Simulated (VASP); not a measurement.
# CoO (F-43m) in VASP: a series of runs, part 3 of 3

VASP 6.6.1. Earlier steps stand in the parts before.

## Step 6: Single point, PBE+U, collinear spin, ferromagnetic start

File INCAR:

```
SYSTEM = CoO
PREC     = Accurate       ! precision mode
ENCUT    = 520            ! plane-wave cutoff, eV
EDIFF    = 1E-6           ! SCF threshold, eV
ISMEAR   = 0              ! smearing method
SIGMA    = 0.02           ! smearing width, eV
LREAL    = .FALSE.        ! projectors in reciprocal space
LASPH    = .TRUE.         ! aspherical terms in the spheres
NELM     = 150            ! most SCF steps
ALGO     = Normal         ! electronic algorithm
ISIF     = 2              ! what is computed and relaxed
LWAVE    = .FALSE.        ! write WAVECAR
LCHARG   = .FALSE.        ! write CHGCAR
ISPIN    = 2              ! spin polarisation
MAGMOM   = 4.5 0          ! initial moments
LORBIT   = 11             ! projections on sites
LMAXMIX  = 4              ! l up to which the mixer works
LDAU     = .TRUE.         ! DFT+U
LDAUTYPE = 2            
LDAUL    = 2 -1           ! shell
LDAUU    = 3.32 0         ! U, eV
LDAUJ    = 0 0          
LDAUPRINT= 1            
GGA      = PE             ! functional
NBANDS   = 18             ! bands
```

File KPOINTS:

```
regular mesh
0
G
  14 14 14
  0 0 0
```

File POSCAR:

```
CoO
1.0
    0.0000000000      2.3192549574      2.3192549574
    2.3192549574      0.0000000000      2.3192549574
    2.3192549574      2.3192549574      0.0000000000
Co O
1 1
Direct
    0.0000000000      0.0000000000      0.0000000000
    0.2500000000      0.2500000000      0.2500000000
```

Potentials or basis: VASP PAW PBE potentials, release 64 (Co, O).

On the command line:

```sh
cat potpaw_PBE.64/Co/POTCAR potpaw_PBE.64/O/POTCAR > POTCAR
mpirun -np 1 vasp_std > vasp.out
```

OUTCAR:

```text
SYSTEM = CoO
   PREC = Accurate
   ENCUT = 520
   EDIFF = 1E-6
   ISMEAR = 0
   LREAL = .FALSE.
   LASPH = .TRUE.
   NELM = 150
   ISIF = 2
   ISPIN = 2
   LORBIT = 11
   GGA = PE

 ion  position               nearest neighbor table
   1  0.000  0.000  0.000-   2 2.01   2 2.01   2 2.01   2 2.01
   2  0.250  0.250  0.250-   1 2.01   1 2.01   1 2.01   1 2.01

  LATTYP: Found a face centered cubic cell.
 ALAT       =     4.6385099148

  Lattice vectors:

 A1 = (   0.0000000000,   2.3192549574,   2.3192549574)
 A2 = (   2.3192549574,   0.0000000000,   2.3192549574)
 A3 = (   2.3192549574,   2.3192549574,   0.0000000000)

Analysis of symmetry for initial positions (statically):
=====================================================================
 Subroutine PRICEL returns:
 Original cell was already a primitive cell.

 Routine SETGRP: Setting up the symmetry group for a
 face centered cubic supercell.

 Subroutine GETGRP returns: Found 24 space group operations
 (whereof 24 operations were pure point group operations)
 out of a pool of 48 trial point group operations.

The static configuration has the point symmetry T_d .

Analysis of symmetry for dynamics (positions and initial velocities):
=====================================================================
 Subroutine PRICEL returns:
 Original cell was already a primitive cell.

 Routine SETGRP: Setting up the symmetry group for a
 face centered cubic supercell.

 Subroutine GETGRP returns: Found 24 space group operations
 (whereof 24 operations were pure point group operations)
 out of a pool of 48 trial point group operations.

The dynamic configuration has the point symmetry T_d .

[... 183 lines left out ...]
  o =  0.9863  v =  0.0000 -0.9911 -0.0000  0.1331  0.0000  0.0000  0.0000  0.0000  0.0000  0.0000      0.0000  0.0000  0.0000  0.0000  0.0000  0.0000  0.0000  0.0000  0.0000  0.0000
  o =  0.9863  v =  1.0000  0.0000  0.0000  0.0000  0.0000  0.0000  0.0000  0.0000  0.0000  0.0000      0.0000  0.0000  0.0000  0.0000  0.0000  0.0000  0.0000  0.0000  0.0000  0.0000
  o =  0.9863  v =  0.0000 -0.1331  0.0000 -0.9911  0.0000  0.0000  0.0000  0.0000  0.0000  0.0000      0.0000  0.0000  0.0000  0.0000  0.0000  0.0000  0.0000  0.0000  0.0000  0.0000

 number of electron      14.9999989 magnetization       3.0004239

 Free energy of the ion-electron system (eV)
  ---------------------------------------------------
  ext. energy  EPLUGINS =         0.00000000
  ---------------------------------------------------
  free energy    TOTEN  =       -12.14912646 eV

  energy without entropy =      -12.14912646  energy(sigma->0) =      -12.14912646

 E-fermi :   4.7079     XC(G=0): -10.6401

 val. band max:        4.5345203887   @ k =   0.0000   0.0000   0.0000
 cond. band min:       5.1227630476   @ k =   0.0000   0.0000   0.0000
 fundamental gap:      0.5882426588
 Fermi energy:         4.7079259766

 spin component 1

 k-point     1 :       0.0000    0.0000    0.0000
  band No.  band energies     occupation
      1     -13.8467      1.00000
      2      -1.4851      1.00000
      3      -1.4851      1.00000
      4      -1.4850      1.00000
      5       1.4370      1.00000
      6       1.4371      1.00000
[... 1001 lines left out ...]
     17      29.5839      0.00000
     18      30.5387      0.00000

 [... further k-points ...]

------------------------ aborting loop because EDIFF is reached ----------------------------------------

  FORCE on cell =-STRESS in cart. coord.  units (eV):
  Direction    XX          YY          ZZ          XY          YZ          ZX
  --------------------------------------------------------------------------------------
  -------------------------------------------------------------------------------------
  Total       -0.2557818     -0.2557818     -0.2557818      0.0000000      0.0000000     -0.0000000
  in kB      -16.4249739    -16.4249739    -16.4249739      0.0000000      0.0000000     -0.0000000
  external PRESSURE =     -16.4249739 kB  Pullay stress =       0.0000000 kB

 VOLUME and BASIS-vectors are now :
 -----------------------------------------------------------------------------
  energy-cutoff  :      520.00
  volume of cell :       24.95
      direct lattice vectors                 reciprocal lattice vectors
     0.000000000  2.319254957  2.319254957    -0.215586475  0.215586475  0.215586475
     2.319254957  0.000000000  2.319254957     0.215586475 -0.215586475  0.215586475
     2.319254957  2.319254957  0.000000000     0.215586475  0.215586475 -0.215586475

 POSITION                                       TOTAL-FORCE (eV/Angst)
 -----------------------------------------------------------------------------------
      0.00000      0.00000      0.00000         0.000000     -0.000000      0.000000
      1.15963      1.15963      1.15963        -0.000000      0.000000     -0.000000
 -----------------------------------------------------------------------------------
    total drift:                                0.000001      0.000001      0.000001

  FREE ENERGIE OF THE ION-ELECTRON SYSTEM (eV)
  ---------------------------------------------------
  free  energy   TOTEN  =       -12.1491264586 eV

  energy  without entropy=      -12.1491264586  energy(sigma->0) =      -12.14912646

 total charge

# of ion       s       p       d       tot
------------------------------------------
    1        0.337   0.395   7.126   7.858
    2        1.546   3.452   0.000   4.998
--------------------------------------------------
tot          1.884   3.846   7.126  12.856

 magnetization (x)

# of ion       s       p       d       tot
------------------------------------------
    1        0.020   0.045   2.645   2.710
    2        0.014   0.167   0.000   0.181
--------------------------------------------------
tot          0.035   0.212   2.645   2.891
```

OSZICAR:

```text
N       E                     dE             d eps       ncg     rms          rms(c)
DAV:   1     0.881963986316E+02    0.88196E+02   -0.68337E+03  7568   0.915E+02
DAV:   2    -0.791263956149E+01   -0.96109E+02   -0.83620E+02  7782   0.220E+02
DAV:   3    -0.141868070776E+02   -0.62742E+01   -0.61916E+01  8658   0.623E+01
DAV:   4    -0.142577082596E+02   -0.70901E-01   -0.70858E-01  8902   0.637E+00
DAV:   5    -0.142593415362E+02   -0.16333E-02   -0.16331E-02  9020   0.975E-01    0.172E+01
DAV:   6    -0.145697967567E+02   -0.31046E+00   -0.45839E+01  8674   0.864E+01    0.297E+01
DAV:   7    -0.109495325102E+02    0.36203E+01   -0.20342E+01  8626   0.604E+01    0.820E+00
DAV:   8    -0.116610610103E+02   -0.71153E+00   -0.29417E+00  9016   0.116E+01    0.525E+00
DAV:   9    -0.119671847411E+02   -0.30612E+00   -0.10043E+00  9982   0.115E+01    0.277E+00
DAV:  10    -0.120935729475E+02   -0.12639E+00   -0.18463E-01  8946   0.931E+00    0.117E+00
DAV:  11    -0.121385661078E+02   -0.44993E-01   -0.60691E-02  9682   0.487E+00    0.728E-01
DAV:  12    -0.121489154342E+02   -0.10349E-01   -0.77325E-03  9720   0.187E+00    0.211E-01
DAV:  13    -0.121490222675E+02   -0.10683E-03   -0.12916E-03  9120   0.277E-01    0.807E-02
DAV:  14    -0.121491261902E+02   -0.10392E-03   -0.14762E-04  8626   0.234E-01    0.324E-02
DAV:  15    -0.121491281261E+02   -0.19359E-05   -0.16034E-05  9154   0.838E-02    0.195E-02
DAV:  16    -0.121491267539E+02    0.13721E-05   -0.42033E-06  9120   0.485E-02    0.867E-03
DAV:  17    -0.121491264586E+02    0.29535E-06   -0.55809E-06  9204   0.640E-02
   1 F= -.12149126E+02 E0= -.12149126E+02  d E =-.131748E-37  mag=     3.0004
```

Run time: 73 s. Hardware: 1 thread of Intel Xeon 8259CL, shared host; peak memory 0.2 GiB.

What came out:

- Free energy: -12.1491 eV
- Pressure: -1.6 GPa
- Band gap on the k mesh: 0.59 eV
- Net moment: 3.00 μB per cell
- Site moments: Co +2.71; O +0.18 μB
- Valence electrons inside the program's atomic spheres: Co 7.86; O 5.00

Eigenvalues of the final occupation matrices:
| site | spin | trace | eigenvalues |
| --- | --- | --- | --- |
| site 1 d | 1 | 4.90 | 0.97 0.97 0.99 0.99 0.99 |
| site 1 d | 2 | 2.25 | 0.12 0.12 0.12 0.95 0.95 |

Caveat: a cell with one magnetic atom can't hold antiferromagnetic order, which such compounds often take.

## Step 7: The runs side by side

```tsv
task	spin	cell	k mesh	cutoff (eV)	gap on the mesh (eV)	pressure (GPa)	moment (μB)	relaxed volume (Å³/atom)
single point	collinear, ferromagnetic start	a = 3.280 Å, angles 60.0°, 2 atoms, atomic positions A	14 × 14 × 14	520	0.59	-1.6	3.00	-
single point	collinear, antiferromagnetic start	a = 3.280, b = 3.280, c = 6.560 Å, angles 60.0°, 4 atoms, atomic positions B	14 × 14 × 7	520	1.08	-3.6	0.00	-
relaxation of cell and atoms	collinear, ferromagnetic start	relaxed from a = 3.278 Å, angles 60.0°, 2 atoms, atomic positions A	14 × 14 × 14	600	0.58	0.0	3.00	12.29
relaxation of cell and atoms	collinear, ferromagnetic start	relaxed from a = 3.280 Å, angles 60.0°, 2 atoms, atomic positions A	14 × 14 × 14	600	0.58	0.0	3.00	12.29
```

Alike in all rows: level PBE+U; potentials or basis VASP PAW PBE potentials, release 64 (Co, O); Co d U = 3.32 eV; smearing gaussian 0.02 eV.

Caveats: a cell with one magnetic atom can't hold antiferromagnetic order, which such compounds often take (at least some runs); the cell stands under tension (at least some runs); an odd mesh through Γ misses points on the zone boundary, where band edges can lie (at least some runs).

Absolute energies hang on the potentials; compare differences alone.
